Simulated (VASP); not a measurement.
# SnO2 (P4_2/mnm) in VASP: vibrations by perturbation theory with PBE

Aim: the vibrations by perturbation theory of SnO2 with PBE.

All numbers are computed with VASP 6.6.1; they aren't measurements. Logs are shortened: lines on timing, memory, paths and dates and some standing lists are left out, and cuts for length are marked.

### Step 1. The cell of the first run

It takes space group P4_2/mnm (No. 136, tetragonal). The conventional cell has a = 4.827 Å, b = 4.827 Å, c = 3.238 Å, α = 90.00°, β = 90.00°, γ = 90.00°. Within 2.8 Å of Sn (site symmetry mmm) lie 6 O at 2.09 Å. O (site symmetry m2m) has 3 Sn at 2.09 Å and 1 O at 2.64 Å within 2.8 Å.

### Step 2. Vibrations by perturbation theory, PBE

Input file INCAR:

```
SYSTEM = SnO2
ALGO = Normal ; EDIFF = 1E-8
ENCUT = 520 ; GGA = PE
IBRION = 8 ; ISIF = 2
ISMEAR = 0 ; LASPH = .True.
LCHARG = .False. ; LEPSILON = .True.
LREAL = .False. ; LWAVE = .False.
NBANDS = 35 ; NELM = 60
NSW = 1 ; PREC = Accurate
SIGMA = 0.01
```

Input file KPOINTS:

```
k-points
0
Gamma
  4 4 6
  0 0 0
```

Input file POSCAR:

```
SnO2
1.0
    4.8271903401      0.0000000000      0.0000000000
    0.0000000000      4.8271903401      0.0000000000
    0.0000000000      0.0000000000      3.2381522540
Sn O
2 4
Direct
    0.5000000000      0.5000000000      0.5000000000
    0.0000000000      0.0000000000      0.0000000000
    0.1934234765      0.8065765235      0.5000000000
    0.8065765235      0.1934234765      0.5000000000
    0.3065765235      0.3065765235      0.0000000000
    0.6934234765      0.6934234765      0.0000000000
```

Potentials or basis: VASP PAW PBE potentials, release 64 (Sn_d, O).

The run is started by

```sh
$ cat potpaw_PBE.64/Sn_d/POTCAR potpaw_PBE.64/O/POTCAR > POTCAR
$ mpirun -np 1 vasp_std > vasp.out
```

OUTCAR:

```text
SYSTEM = SnO2
   EDIFF = 1E-8
   ENCUT = 520
   GGA = PE
   IBRION = 8
   ISIF = 2
   ISMEAR = 0
   LASPH = .True.
   LEPSILON = .True.
   LREAL = .False.
   NELM = 60
   NSW = 1
   PREC = Accurate

 ion  position               nearest neighbor table
   1  0.500  0.500  0.500-   5 2.09   6 2.09   5 2.09   6 2.09   3 2.09   4 2.09
   2  0.000  0.000  0.000-   3 2.09   4 2.09   3 2.09   4 2.09   5 2.09   6 2.09
   3  0.193  0.807  0.500-   2 2.09   2 2.09   1 2.09
   4  0.807  0.193  0.500-   2 2.09   2 2.09   1 2.09
   5  0.307  0.307  0.000-   1 2.09   1 2.09   2 2.09
   6  0.693  0.693  0.000-   1 2.09   1 2.09   2 2.09

  LATTYP: Found a simple tetragonal cell.
 ALAT       =     4.8271903401
 C/A-ratio  =     0.6708151173

  Lattice vectors:

 A1 = (   4.8271903401,   0.0000000000,   0.0000000000)
 A2 = (   0.0000000000,   4.8271903401,   0.0000000000)
 A3 = (   0.0000000000,   0.0000000000,   3.2381522540)

Analysis of symmetry for initial positions (statically):
=====================================================================
 Subroutine PRICEL returns:
[... 1249 lines left out ...]
  1Z     0.000000    0.000000  -17.665024    0.000000    0.000000    0.052019    0.000000    0.000000    0.414222    0.000000    0.000000    0.414222    0.000000    0.000000    8.392281    0.000000    0.000000    8.392281
  2X     8.851923   -0.003023    0.000000  -21.454106    1.556826    0.000000    4.316263   -3.544534    0.000000    4.316263   -3.544534    0.000000    1.984829    2.767633    0.000000    1.984829    2.767633    0.000000
  2Y    -0.003023    8.851923    0.000000    1.556826  -21.454106    0.000000   -3.544534    4.316263    0.000000   -3.544534    4.316263    0.000000    2.767633    1.984829    0.000000    2.767633    1.984829    0.000000
  2Z     0.000000    0.000000    0.052019    0.000000    0.000000  -17.665024    0.000000    0.000000    8.392281    0.000000    0.000000    8.392281    0.000000    0.000000    0.414222    0.000000    0.000000    0.414222
  3X     1.995813   -2.778496    0.000000    4.293326   -3.547408    0.000000  -12.019484    8.480923    0.000000    2.389737   -2.164719    0.000000   -0.282858   -0.397182    0.000000    3.623466    0.406882    0.000000
  3Y    -2.778496    1.995813    0.000000   -3.547408    4.293326    0.000000    8.480923  -12.019484    0.000000   -2.164719    2.389737    0.000000    0.406882    3.623466    0.000000   -0.397182   -0.282858    0.000000
  3Z     0.000000    0.000000    0.399940    0.000000    0.000000    8.401710    0.000000    0.000000  -11.802003    0.000000    0.000000   -0.318061    0.000000    0.000000    1.659207    0.000000    0.000000    1.659207
  4X     1.995813   -2.778496    0.000000    4.293326   -3.547408    0.000000    2.389737   -2.164719    0.000000  -12.019484    8.480923    0.000000    3.623466    0.406882    0.000000   -0.282858   -0.397182    0.000000
  4Y    -2.778496    1.995813    0.000000   -3.547408    4.293326    0.000000   -2.164719    2.389737    0.000000    8.480923  -12.019484    0.000000   -0.397182   -0.282858    0.000000    0.406882    3.623466    0.000000
  4Z     0.000000    0.000000    0.399940    0.000000    0.000000    8.401710    0.000000    0.000000   -0.318061    0.000000    0.000000  -11.802003    0.000000    0.000000    1.659207    0.000000    0.000000    1.659207
  5X     4.293326    3.547408    0.000000    1.995813    2.778496    0.000000   -0.282858    0.397182    0.000000    3.623466   -0.406882    0.000000  -12.019484   -8.480923    0.000000    2.389737    2.164719    0.000000
  5Y     3.547408    4.293326    0.000000    2.778496    1.995813    0.000000   -0.406882    3.623466    0.000000    0.397182   -0.282858    0.000000   -8.480923  -12.019484    0.000000    2.164719    2.389737    0.000000
  5Z     0.000000    0.000000    8.401710    0.000000    0.000000    0.399940    0.000000    0.000000    1.659207    0.000000    0.000000    1.659207    0.000000    0.000000  -11.802003    0.000000    0.000000   -0.318061
  6X     4.293326    3.547408    0.000000    1.995813    2.778496    0.000000    3.623466   -0.406882    0.000000   -0.282858    0.397182    0.000000    2.389737    2.164719    0.000000  -12.019484   -8.480923    0.000000
  6Y     3.547408    4.293326    0.000000    2.778496    1.995813    0.000000    0.397182   -0.282858    0.000000   -0.406882    3.623466    0.000000    2.164719    2.389737    0.000000   -8.480923  -12.019484    0.000000
  6Z     0.000000    0.000000    8.401710    0.000000    0.000000    0.399940    0.000000    0.000000    1.659207    0.000000    0.000000    1.659207    0.000000    0.000000   -0.318061    0.000000    0.000000  -11.802003

 Eigenvectors and eigenvalues of the dynamical matrix
 ----------------------------------------------------

   1 f  =   21.322862 THz   133.975496 2PiTHz  711.254131 cm-1    88.184234 meV
             X         Y         Z           dx          dy          dz
      2.413595  2.413595  1.619076     0.000000    0.000000    0.000000
      0.000000  0.000000  0.000000     0.000000    0.000000   -0.000000
      0.933692  3.893498  1.619076    -0.353553    0.353553   -0.000000
      3.893498  0.933692  1.619076     0.353553   -0.353553    0.000000
      1.479903  1.479903  0.000000    -0.353553   -0.353553    0.000000
      3.347287  3.347287  0.000000     0.353553    0.353553    0.000000
[... 145 lines left out ...]
  18 f/i=    0.005478 THz     0.034421 2PiTHz    0.182734 cm-1     0.022656 meV
             X         Y         Z           dx          dy          dz
      2.413595  2.413595  1.619076     0.046456    0.625610    0.000000
      0.000000  0.000000  0.000000     0.046924    0.625645    0.000000
      0.933692  3.893498  1.619076     0.017296    0.230032    0.000000
      3.893498  0.933692  1.619076     0.017296    0.230032    0.000000
      1.479903  1.479903  0.000000     0.017037    0.230013    0.000000
      3.347287  3.347287  0.000000     0.017037    0.230013    0.000000

--------------------------------------------------------------------------------------------------------

 MACROSCOPIC STATIC DIELECTRIC TENSOR IONIC CONTRIBUTION
 ------------------------------------------------------
           8.866678    -0.000000     0.000000
          -0.000000     8.866678    -0.000000
           0.000000    -0.000000     5.527992
 ------------------------------------------------------

 ELASTIC MODULI CONTR FROM IONIC RELAXATION (kBar)
 Direction    XX          YY          ZZ          XY          YZ          ZX
 --------------------------------------------------------------------------------
 XX         -81.2335     31.7865    -58.5630      0.0000     -0.0000      0.0000
 YY          31.7865    -81.2335    -58.5630     -0.0000     -0.0000      0.0000
 ZZ         -58.5630    -58.5630   -138.7192     -0.0000     -0.0000      0.0000
 XY           0.0000     -0.0000      0.0000    -11.0488      0.0000     -0.0000
 YZ          -0.0000     -0.0000     -0.0000      0.0000   -130.7535     -0.0000
 ZX           0.0000      0.0000      0.0000     -0.0000     -0.0000   -168.5249
 --------------------------------------------------------------------------------

 PIEZOELECTRIC TENSOR IONIC CONTR  for field in x, y, z        (C/m^2)
          XX          YY          ZZ          XY          YZ          ZX
  --------------------------------------------------------------------------------
  x    -0.00000     0.00000    -0.00000     0.00000     0.00000    -0.00000
  y     0.00000     0.00000     0.00000     0.00000    -0.00000     0.00000
  z     0.00000    -0.00000    -0.00000     0.00000    -0.00000    -0.00000
```

OSZICAR:

```text
N       E                     dE             d eps       ncg     rms          rms(c)
DAV:   1     0.638734112878E+03    0.63873E+03   -0.25232E+04  1823   0.228E+03
DAV:   2     0.551340380867E+02   -0.58360E+03   -0.55141E+03  1848   0.600E+02
DAV:   3    -0.385853935230E+02   -0.93719E+02   -0.92313E+02  1883   0.206E+02
DAV:   4    -0.433203985587E+02   -0.47350E+01   -0.47019E+01  2075   0.497E+01
[... 238 lines left out ...]
RMM:  10    -0.361953897078E+00   -0.33556E-06   -0.16529E-07  4725   0.318E-04    0.102E-05
RMM:  11    -0.361953908946E+00   -0.11868E-07    0.21158E-08  4976   0.265E-04    0.304E-06
RMM:  12    -0.361953938276E+00   -0.29330E-07   -0.54033E-07  4859   0.249E-04    0.182E-06
RMM:  13    -0.361953958861E+00   -0.20585E-07    0.33664E-07  4854   0.246E-04    0.574E-07
RMM:  14    -0.361953958550E+00    0.31030E-09    0.50840E-08  4350   0.246E-04    0.303E-07
 Linear response finished
```

stdout:

```text
POSCAR found type information on POSCAR SnO
 POSCAR found :  2 types and       6 ions
 scaLAPACK will be used
 LDA part: xc-table for (Slater+PW92), standard interpolation
 POSCAR, INCAR and KPOINTS ok, starting setup
 FFT: planning ... GRIDC
 FFT: planning ... GRID_SOFT
[... 101 lines left out ...]
 onal to |phi(0)> (1.074485546036508E-004,3.573530360512223E-015)
 LRF_COMMUTATOR internal error: the vector H(1)-e(1) S(1) |phi(0)> is not orthog
 onal to |phi(0)> (-2.309528295847407E-004,1.118549697309845E-014)
 LRF_COMMUTATOR internal error: the vector H(1)-e(1) S(1) |phi(0)> is not orthog
 onal to |phi(0)> (2.309528296940422E-004,-7.865930129469234E-014)
 LRF_COMMUTATOR internal error: the vector H(1)-e(1) S(1) |phi(0)> is not orthog
 onal to |phi(0)> (-1.318503962186579E-004,-9.096889908022376E-015)
 LRF_COMMUTATOR internal error: the vector H(1)-e(1) S(1) |phi(0)> is not orthog
 onal to |phi(0)> (1.318503970750839E-004,-3.989863994746656E-015)
 LRF_COMMUTATOR in
```

It took 9.1 min on 1 thread of Intel Xeon 6975P-C (Granite Rapids), shared host; peak memory 0.5 GiB.

What came out:

* Electronic dielectric tensor (diagonal): 5.22, 5.22, 5.04
* Born charges (mean of the diagonal): Sn +4.25; O -2.12 e
* Highest phonon frequency at Γ, LO-TO splitting left out: 711 cm⁻¹

Phonon frequencies in cm⁻¹ (negative: imaginary):
```
              q point                                                        frequencies
(0.000, 0.000, 0.000)  0 0 0 106 142 220 220 263 263 342 436 442 442 532 555 555 588 711
```

Electronic dielectric tensor:
```
5.22 0.00 0.00
0.00 5.22 0.00
0.00 0.00 5.04
```

Born effective charge tensors (e):
atom 1, Sn
```
 4.12 -0.53  0.00
-0.53  4.12  0.00
 0.00  0.00  4.51
```
atom 2, Sn
```
4.12 0.53 0.00
0.53 4.12 0.00
0.00 0.00 4.51
```
atom 3, O
```
-2.06  0.78  0.00
 0.78 -2.06  0.00
 0.00  0.00 -2.25
```
atom 4, O
```
-2.06  0.78  0.00
 0.78 -2.06  0.00
 0.00  0.00 -2.25
```
atom 5, O
```
-2.06 -0.78  0.00
-0.78 -2.06  0.00
 0.00  0.00 -2.25
```
atom 6, O
```
-2.06 -0.78  0.00
-0.78 -2.06  0.00
 0.00  0.00 -2.25
```

Caveat: spin-orbit coupling is left out, which moves the levels of the heavy elements.
